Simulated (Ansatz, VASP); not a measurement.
## AlN in VASP and in Ansatz

File INCAR:

```
PREC = Accurate ; ENCUT = 520
EDIFF = 1E-7 ; ISMEAR = -1
SIGMA = 0.05 ; LREAL = False
LASPH = True ; NELM = 100
ALGO = Normal ; ISIF = 2
LWAVE = False ; LCHARG = True
GGA = VW ; LELF = True
LVHAR = True ; NBANDS = 16
```

The input KPOINTS:

```
Automatic mesh
0
Gamma
  10 10 6
```

Contents of POSCAR:

```
AlN
1.0
    3.0494515564      0.0000000000      0.0000000000
   -1.5247257782      2.6409025155      0.0000000000
    0.0000000000      0.0000000000      4.8793184075
Al N
2 2
Direct
    0.6666666667      0.3333333333      0.5000000000
    0.3333333333      0.6666666667      0.0000000000
    0.6666666667      0.3333333333      0.8800000000
    0.3333333333      0.6666666667      0.3800000000
```

The input input.yaml:

```yaml
crystal:
  lattice:
    - [3.0494515564, 0.0, 0.0]
    - [-1.5247257782, 2.6409025155, 0.0]
    - [0.0, 0.0, 4.8793184075]
  atoms:
    - { symbol: Al, position: [0.6666666667, 0.3333333333, 0.5] }
    - { symbol: Al, position: [0.3333333333, 0.6666666667, 0.0] }
    - { symbol: "N", position: [0.6666666667, 0.3333333333, 0.88] }
    - { symbol: "N", position: [0.3333333333, 0.6666666667, 0.38] }
hamiltonian:
  xc: { exchange: slater, correlation: vwn5 }
  pseudopotentials: { kind: paw }
kpoints:
  mp_grid: { grid: [10, 10, 6] }
scf:
  occupations: { method: fermi_dirac, width: 0.05 }
output:
  forces: true
  stress: true
  eigenvalues: true
```

Alike in both runs: task single point; functional SVWN5; k mesh 10 × 10 × 6; occupations fermi-dirac, width 0.05 eV; no spin polarisation.

|  | VASP | Ansatz |
| --- | --- | --- |
| version | VASP 6.6.1 | Ansatz 0.2.0 |
| potentials or method | VASP PAW PBE potentials, release 64 (Al, N) | Ansatz PAW |
| plane-wave cutoff (eV) | 520 | 420 |
| valence electrons in the cell | 16 | 16 |

```tsv
	VASP	Ansatz	Ansatz less VASP
gap on the k mesh at the Fermi level (eV)	4.79	4.80	+0.003
least direct gap on the mesh (eV)	4.79	4.80	+0.003
pressure (GPa)	9.8	8.7	-1.12
traceless stress, the component that is largest in VASP (GPa)	0.86	0.85	-0.012
rms of the force components (eV/Å)	0.098	0.096	-0.0027
```

VASP's potentials were made for PBE, not for SVWN5. Atom by atom the forces differ by 0.003 eV/Å (rms over components).
